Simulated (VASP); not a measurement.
The system is SrO.

```
Sr O
1.0
     4.27002    0.00000    0.00000
    -2.13501    3.69795    0.00000
     0.00000    0.00000    5.14447
Sr O
2 2
Direct
  0.33333 0.66667 0.93750
  0.66667 0.33333 0.43750
  0.33333 0.66667 0.43750
  0.66667 0.33333 0.93750
```

Base run:

| Quantity | Value |
| --- | --- |
| Program | VASP 6.6.1 |
| Functional | r2SCAN |
| Potentials or basis | VASP PAW PBE potentials, release 64 (Sr_sv, O) |
| Cutoff | 520 eV |
| k mesh | 12 × 12 × 6 |
| Occupations | gaussian, width 0.01 eV |
| Spin | no spin polarisation |

Its results: band gap on the k mesh 3.02 eV; pressure 0.5 GPa.

The run is repeated on the same cell with these changes: functional from r2SCAN to PBE; occupations from gaussian, width 0.01 eV to fermi-dirac, width 0.02 eV. What comes out?

Band gap on the k mesh 2.64 eV; pressure 1.7 GPa.

Caveats: the PAW data sets were made with another functional, which shifts forces and pressure a little (at least some runs).

A k mesh can miss the band edges.
